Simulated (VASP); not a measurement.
Input of a VASP 6.6.1 run:

File INCAR:

```
ALGO     = Normal         # electronic algorithm
EDIFF    = 1E-6           # SCF threshold, eV
ENCUT    = 520            # plane-wave cutoff, eV
GGA      = CA             # functional
ISIF     = 2              # what is computed and relaxed
ISMEAR   = 0              # smearing method
LASPH    = T              # aspherical terms in the spheres
LCHARG   = F              # write CHGCAR
LREAL    = F              # projectors in reciprocal space
LWAVE    = F              # write WAVECAR
NBANDS   = 20             # bands
NELM     = 100            # most SCF steps
PREC     = Accurate       # precision mode
SIGMA    = 0.05           # smearing width, eV
```

The input KPOINTS:

```
k-points
0
Gamma
  12 12 2
```

POSCAR

```
Te2Mo
1.0
    3.4665480215      0.0000000000      0.0000000000
   -1.7332740108      3.0021186501      0.0000000000
    0.0000000000      0.0000000000     17.5198113284
Te Mo
2 1
Direct
    0.3333333333      0.6666666667      0.8975342416
    0.3333333333      0.6666666667      0.1024657584
    0.0000000000      0.0000000000     -0.0034246944
```

Potentials or basis: VASP PAW LDA potentials, release 64 (Te, Mo_sv).

Command:

```sh
$ cat potpaw_LDA.64/Te/POTCAR potpaw_LDA.64/Mo_sv/POTCAR > POTCAR
$ mpirun -np 1 vasp_std > vasp.out
```

Question: What does it give for the band gap on the k mesh?

Answer: 1.25 eV.

Question: Predict the largest force.

Answer: 1.397 eV/Å.

Forces in eV/Å, atoms in the order of the input:
```
Te   0.000  0.000 -0.810
Te   0.000  0.000 -0.588
Mo   0.000  0.000  1.397
```

Caveat: the cell differs from its parent crystal (atom 3 (Mo) moved -0.060 Å along Cartesian [0 0 1]); there is no dipole correction, which matters where the two faces differ; spin-orbit coupling is left out, which moves the levels of the heavy elements.
